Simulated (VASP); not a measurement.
# Ti (Fm-3m) in VASP: further runs

Runs on Ti. Level: PBE. Tasks: single point.

Program: VASP 6.6.1. These are calculated values, not measurements. Logs are shortened: lines on timing, memory, paths and dates and some standing lists are left out, and cuts for length are marked.

## 1. The cell of the first run

It takes space group Fm-3m (No. 225, cubic). Conventional cell: a = 4.060 Å, b = 4.060 Å, c = 4.060 Å, α = 90.00°, β = 90.00°, γ = 90.00°. Ti (site symmetry m-3m) has 12 Ti at 2.87 Å within 3.8 Å.

## 2. Single point, PBE

Contents of INCAR:

```
SYSTEM = Ti
PREC = Accurate
ENCUT = 520
EDIFF = 1E-6
ISMEAR = 0
SIGMA = 0.012
LREAL = .FALSE.
LASPH = .TRUE.
NELM = 60
ALGO = Normal
ISIF = 2
LWAVE = .FALSE.
LCHARG = .TRUE.
GGA = PE
LELF = .TRUE.
LVHAR = .TRUE.
NBANDS = 12
```

Contents of KPOINTS:

```
regular mesh
0
G
  11 11 11
  0 0 0
```

Contents of POSCAR:

```
Ti
1.0
    0.0000000000      2.0300000000      2.0300000000
    2.0300000000      0.0000000000      2.0300000000
    2.0300000000      2.0300000000      0.0000000000
Ti
1
Direct
    0.0000000000      0.0000000000      0.0000000000
```

Potentials or basis: VASP PAW PBE potentials, release 64 (Ti_sv).

Command:

```bash
cat potpaw_PBE.64/Ti_sv/POTCAR > POTCAR
mpirun -np 1 vasp_std > vasp.out
```

OUTCAR:

```text
SYSTEM = Ti
   PREC = Accurate
   ENCUT = 520
   EDIFF = 1E-6
   ISMEAR = 0
   LREAL = .FALSE.
   LASPH = .TRUE.
   NELM = 60
   ISIF = 2
   GGA = PE

 ion  position               nearest neighbor table
   1  0.000  0.000  0.000-

  LATTYP: Found a face centered cubic cell.
 ALAT       =     4.0600000000

  Lattice vectors:

 A1 = (   0.0000000000,   2.0300000000,   2.0300000000)
 A2 = (   2.0300000000,   0.0000000000,   2.0300000000)
 A3 = (   2.0300000000,   2.0300000000,   0.0000000000)

Analysis of symmetry for initial positions (statically):
=====================================================================
 Subroutine PRICEL returns:
 Original cell was already a primitive cell.

 Routine SETGRP: Setting up the symmetry group for a
 face centered cubic supercell.

 Subroutine GETGRP returns: Found 48 space group operations
 (whereof 48 operations were pure point group operations)
 out of a pool of 48 trial point group operations.

The static configuration has the point symmetry O_h .

Analysis of symmetry for dynamics (positions and initial velocities):
=====================================================================
 Subroutine PRICEL returns:
 Original cell was already a primitive cell.

 Routine SETGRP: Setting up the symmetry group for a
 face centered cubic supercell.

 Subroutine GETGRP returns: Found 48 space group operations
 (whereof 48 operations were pure point group operations)
 out of a pool of 48 trial point group operations.

The dynamic configuration has the point symmetry O_h .

 Subroutine INISYM returns: Found 48 space group operations
 (whereof 48 operations are pure point group operations),
 and found     1 'primitive' translations

----------------------------------------------------------------------------------------

                                     Primitive cell

  volume of cell :      16.7309

  direct lattice vectors                    reciprocal lattice vectors
     0.000000000  2.030000000  2.030000000    -0.246305419  0.246305419  0.246305419
     2.030000000  0.000000000  2.030000000     0.246305419 -0.246305419  0.246305419
     2.030000000  2.030000000  0.000000000     0.246305419  0.246305419 -0.246305419

  length of vectors
     2.870853532  2.870853532  2.870853532     0.426613499  0.426613499  0.426613499

  position of ions in fractional coordinates (direct lattice)
     0.000000000  0.000000000  0.000000000

  ion indices of the primitive-cell ions
   primitive index   ion index
                 1           1

----------------------------------------------------------------------------------------

 KPOINTS: regular mesh

Automatic generation of k-mesh.
 Grid dimensions read from file:
 generate k-points for:   11   11   11

 Generating k-lattice:

  Cartesian coordinates                     Fractional coordinates (reciprocal lattice)
    -0.022391402  0.022391402  0.022391402     0.090909091  0.000000000  0.000000000
     0.022391402 -0.022391402  0.022391402     0.000000000  0.090909091  0.000000000
     0.022391402  0.022391402 -0.022391402     0.000000000  0.000000000  0.090909091

  Length of vectors
     0.038783045  0.038783045  0.038783045

  Shift w.r.t. Gamma in fractional coordinates (k-lattice)
     0.000000000  0.000000000  0.000000000

 Subroutine IBZKPT returns following result:
 ===========================================

 Found     56 irreducible k-points:

 Following reciprocal coordinates:
            Coordinates               Weight
  0.000000  0.000000  0.000000      1.000000
  0.090909  0.000000  0.000000      8.000000
  0.181818  0.000000  0.000000      8.000000
  0.272727  0.000000  0.000000      8.000000
  0.363636  0.000000  0.000000      8.000000
  0.454545  0.000000  0.000000      8.000000
[... 16 lines left out ...]
 -0.272727  0.181818  0.000000     24.000000
 -0.181818  0.181818  0.000000     12.000000
 [... further k-points ...]
   k-points           NKPTS =     56   k-points in BZ     NKDIM =     56   number of bands    NBANDS=     12
   number of dos      NEDOS =    301   number of ions     NIONS =      1
   total plane-waves  NPLWV =  13824
   dimension x,y,z NGX =    24 NGY =   24 NGZ =   24
   dimension x,y,z NGXF=    48 NGYF=   48 NGZF=   48
   ions per type =               1
   NGX,Y,Z   is equivalent  to a cutoff of  13.90, 13.90, 13.90 a.u.
   NGXF,Y,Z  is equivalent  to a cutoff of  27.80, 27.80, 27.80 a.u.
 SYSTEM =  Ti
   PREC   = accura    normal or accurate (medium, high low for compatibility)
   ISTART =      0    job   : 0-new  1-cont  2-samecut
   ICHARG =      2    charge: 1-file 2-atom 10-const
   ISPIN  =      1    spin polarized calculation?
   LNONCOLLINEAR =      F non collinear calculations
   LSORBIT =      F    spin-orbit coupling
   LASPH  =      T    aspherical Exc in radial PAW
   ENCUT  =  520.0 eV  38.22 Ry    6.18 a.u.   5.34  5.34  5.34*2*pi/ulx,y,z
   NELM   =     60;   NELMIN=  2; NELMDL= -5     # of ELM steps
   EDIFF  = 0.1E-05   stopping-criterion for ELM
   LREAL  =      F    real-space projection
[... 7 lines left out ...]
   TEBEG  =    0.0;   TEEND  =   0.0 temperature during run
   PSTRESS=    0.0 pullay stress
   NELECT =      12.0000    total number of electrons
   NUPDOWN=      -1.0000    fix difference up-down
   EMIN   =  10.00;   EMAX   =-10.00  energy-range for DOS
   EFERMI =   0.00;   METHOD = LEGACY
   ISMEAR =     0;   SIGMA  =   0.01  broadening in eV -4-tet -1-fermi 0-gaus
   EFERMI_NEDOS =   21; number of points for ismear=-14 and -15
   IALGO  =     38    algorithm
   IMIX   =      4    mixing-type and parameters
     AMIX     =   0.40;   BMIX     =  1.00
     AMIX_MAG =   1.60;   BMIX_MAG =  1.00
  volume/ion in A,a.u.               =      16.73       112.91
  Fermi-wavevector in a.u.,A,eV,Ry     =   1.465421  2.769245 29.217967  2.147460
  Thomas-Fermi vector in A             =   2.581280
   LORBIT       =      0    0 simple, 1 ext, 2 COOP (PROOUT), +10 PAW based schemes
   GGA     = PE    functional components
   LHFCALC =     F    Hartree Fock is set to
   AEXX    =    0.0000 exact exchange contribution
   IVDW    =     0    specifies the selected vdW correction
   LEPSILON=     F    determine dielectric tensor
   LRPA    =     F    only Hartree local field effects (RPA)
 non-spin polarized calculation
 Gauss-broadening in eV      SIGMA  =   0.01
  energy-cutoff  :      520.00
  volume of cell :       16.73
 maximum number of plane-waves:       463
 NGX is ok and might be reduce to    24
   NGX = 11   NGY = 11   NGZ = 11

 number of electron      12.0000002 magnetization

 Free energy of the ion-electron system (eV)
  ---------------------------------------------------
  ext. energy  EPLUGINS =         0.00000000
  ---------------------------------------------------
  free energy    TOTEN  =        -7.77574096 eV

  energy without entropy =       -7.77572116  energy(sigma->0) =       -7.77573106

 E-fermi :   8.6033     XC(G=0): -11.6716

 val. band max:        8.5949478100   @ k =   0.1818   0.1818   0.0000
 cond. band min:       8.6540748811   @ k =   0.2727   0.0000   0.0000
 fundamental gap:      0.0591270711
 Fermi energy:         8.6032840973

 k-point     1 :       0.0000    0.0000    0.0000
  band No.  band energies     occupation
      1     -47.9930      2.00000
      2     -23.8080      2.00000
      3     -23.8080      2.00000
      4     -23.8080      2.00000
      5       2.4389      2.00000
      6       9.5417      0.00000
      7       9.5418      0.00000
      8       9.5418      0.00000
      9      11.2608      0.00000
     10      11.2608      0.00000
     11      24.0813      0.00000
     12      28.7362      0.00000

 k-point     2 :       0.0909    0.0000    0.0000
  band No.  band energies     occupation
      1     -47.9818      2.00000
      2     -23.8702      2.00000
      3     -23.8157      2.00000
      4     -23.8157      2.00000
      5       2.7142      2.00000
      6       9.3725      0.00000
      7       9.6387      0.00000
      8       9.6387      0.00000
      9      11.1995      0.00000
     10      11.1995      0.00000
     11      24.3007      0.00000
     12      26.9466      0.00000

 k-point     3 :       0.1818    0.0000    0.0000
  band No.  band energies     occupation
      1     -47.9518      2.00000
      2     -24.0352      2.00000
      3     -23.8363      2.00000
      4     -23.8363      2.00000
      5       3.4849      2.00000
      6       8.9827      0.00000
      7       9.8106      0.00000
      8       9.8106      0.00000
      9      11.1572      0.00000
     10      11.1572      0.00000
     11      23.7491      0.00000
     12      25.1872      0.00000
[... 286 lines left out ...]
 k-point    23 :      -0.2727    0.1818    0.0000
  band No.  band energies     occupation
      1     -47.8652      2.00000
      2     -24.3503      2.00000
      3     -24.0452      2.00000
      4     -23.8874      2.00000
      5       6.0102      2.00000
      6       8.3153      2.00000
      7       8.9974      0.00000
      8      10.1820      0.00000
      9      11.1255      0.00000
     10      13.0194      0.00000
     11      20.1999      0.00000
     12      22.4407      0.00000

 k-point    24 :      -0.1818    0.1818    0.0000
  band No.  band energies     occupation
      1     -47.8989      2.00000
      2     -24.2265      2.00000
      3     -23.9797      2.00000
      4     -23.8559      2.00000
      5       4.9775      2.00000
      6       8.4339      2.00000
      7       9.4535      0.00000
      8      10.4531      0.00000
      9      10.4683      0.00000
     10      12.2614      0.00000
     11      22.4355      0.00000
     12      22.9702      0.00000

 [... further k-points ...]
[... 5 lines left out ...]
  --------------------------------------------------------------------------------------
  -------------------------------------------------------------------------------------
  Total        0.3663060      0.3663060      0.3663060     -0.0000000     -0.0000000     -0.0000000
  in kB       35.0781336     35.0781336     35.0781336     -0.0000000     -0.0000000     -0.0000000
  external PRESSURE =      35.0781336 kB  Pullay stress =       0.0000000 kB

 VOLUME and BASIS-vectors are now :
 -----------------------------------------------------------------------------
  energy-cutoff  :      520.00
  volume of cell :       16.73
      direct lattice vectors                 reciprocal lattice vectors
     0.000000000  2.030000000  2.030000000    -0.246305419  0.246305419  0.246305419
     2.030000000  0.000000000  2.030000000     0.246305419 -0.246305419  0.246305419
     2.030000000  2.030000000  0.000000000     0.246305419  0.246305419 -0.246305419

 POSITION                                       TOTAL-FORCE (eV/Angst)
 -----------------------------------------------------------------------------------
      0.00000      0.00000      0.00000         0.000000     -0.000000     -0.000000
 -----------------------------------------------------------------------------------
    total drift:                               -0.000000      0.000000     -0.000000

  FREE ENERGIE OF THE ION-ELECTRON SYSTEM (eV)
  ---------------------------------------------------
  free  energy   TOTEN  =        -7.7757409613 eV

  energy  without entropy=       -7.7757211572  energy(sigma->0) =       -7.77573106
```

Run time: 16 s. Hardware: 1 thread of AMD EPYC 7R43 (Zen 3), shared host; peak memory 0.11 GiB.

What came out:

```
Free energy            : -7.7757 eV
Pressure               : 3.5 GPa
Band gap on the k mesh : zero (band 6 reaches 9.54 eV, above the bottom of band 7 at 8.35 eV)
```

[end of part 1 of 2]
